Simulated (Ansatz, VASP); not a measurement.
**Two plane-wave programs on SiS2**

```xyz
6
Lattice="-2.7680 4.8810 2.7715 2.7680 -4.8810 2.7715 2.7680 4.8810 -2.7715" Properties=species:S:1:pos:R:3 pbc="T T T"
Si    0.0000    0.0000    4.1572
Si    0.0000    0.0000    1.3857
S     1.6018    3.7358    2.7715
S     1.1662    1.1452    0.0000
S     1.1662   -1.1452    2.7715
S     1.6018    6.0263    0.0000
```

Alike in both runs: task single point; functional PBE0; k mesh 4 × 4 × 4; occupations gaussian, width 0.05 eV; no spin polarisation.

```csv
,VASP,Ansatz
version,VASP 6.6.1,Ansatz 0.2.0
potentials or method,"VASP PAW PBE potentials, release 64 (Si, S), cutoff 400 eV","scalar-relativistic, plane waves, PAW"
valence electrons in the cell,32,32
```

|  | VASP | Ansatz | Ansatz less VASP |
| --- | --- | --- | --- |
| gap on the k mesh at the Fermi level (eV) | 4.65 | 4.65 | -0.006 |
| least direct gap on the mesh (eV) | 4.96 | 4.95 | -0.005 |
| pressure (GPa) | -0.9 | -0.5 | +0.37 |
| traceless stress, the component that is largest in VASP (GPa) | -0.26 | -0.19 | +0.069 |
| rms of the force components (eV/Å) | 0.253 | 0.220 | -0.0337 |

Atom by atom the forces differ by 0.034 eV/Å (rms over components). Ansatz's warnings: stress exchange threshold loose, stress scf threshold loose.
